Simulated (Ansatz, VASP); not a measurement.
One calculation of BeS, two programs

Contents of INCAR:

```
PREC     = Accurate       # precision mode
ENCUT    = 600            # plane-wave cutoff, eV
EDIFF    = 1E-6           # SCF threshold, eV
ISMEAR   = 0              # smearing method
SIGMA    = 0.05           # smearing width, eV
LREAL    = False          # projectors in reciprocal space
LASPH    = True           # aspherical terms in the spheres
NELM     = 120            # most SCF steps
ALGO     = Normal         # electronic algorithm
ISIF     = 2              # what is computed and relaxed
LWAVE    = False          # write WAVECAR
LCHARG   = True           # write CHGCAR
GGA      = B5             # functional
ALDAX    = 1.0          
AGGAX    = 1.0          
AGGAC    = 1.0          
ALDAC    = 0.0          
IVDW     = 12             # dispersion correction
VDW_S6   = 1.0          
VDW_S8   = 2.6996       
VDW_A1   = 0.4298       
VDW_A2   = 4.2359       
LELF     = True           # ELF
LVHAR    = True         
NBANDS   = 11             # bands
GGA_COMPAT= False
```

The input KPOINTS:

```
Automatic mesh
0
Gamma
  8 8 8
```

Contents of POSCAR:

```
BeS
1.0
    0.0000000000      2.3994094968      2.3994094968
    2.3994094968      0.0000000000      2.3994094968
    2.3994094968      2.3994094968      0.0000000000
Be S
1 1
Direct
    0.0000000000      0.0000000000      0.0000000000
    0.7500000000      0.7500000000      0.7500000000
```

Input for Ansatz:

```yaml
crystal:
  lattice:
    - [0.0, 2.3994094968, 2.3994094968]
    - [2.3994094968, 0.0, 2.3994094968]
    - [2.3994094968, 2.3994094968, 0.0]
  atoms:
    - { symbol: Be, position: [0.0, 0.0, 0.0] }
    - { symbol: S, position: [0.75, 0.75, 0.75] }
basis:
  ecutwfc: 420
  ecutrho_ratio: 4
kpoints:
  mp_grid: { grid: [8, 8, 8] }
hamiltonian:
  xc: blyp
  dispersion: d3bj
scf:
  occupations: { method: gaussian, width: 0.05 }
output:
  forces: true
  stress: true
  eigenvalues: true
```

Alike in both runs: task single point; functional BLYP; dispersion D3(BJ); k mesh 8 × 8 × 8; occupations gaussian, width 0.05 eV; no spin polarisation.

|  | VASP | Ansatz |
| --- | --- | --- |
| version | VASP 6.6.1 | Ansatz 0.2.0 |
| potentials or method | VASP PAW PBE potentials, release 64 (Be, S), cutoff 600 eV | scalar-relativistic, plane waves, PAW |
| valence electrons in the cell | 8 | 8 |

|  | VASP | Ansatz | Ansatz less VASP |
| --- | --- | --- | --- |
| gap on the k mesh at the Fermi level (eV) | 3.34 | 3.31 | -0.026 |
| least direct gap on the mesh (eV) | 5.78 | 5.74 | -0.047 |
| pressure (GPa) | -0.3 | 0.0 | +0.25 |

VASP's potentials were made for PBE, not for BLYP.
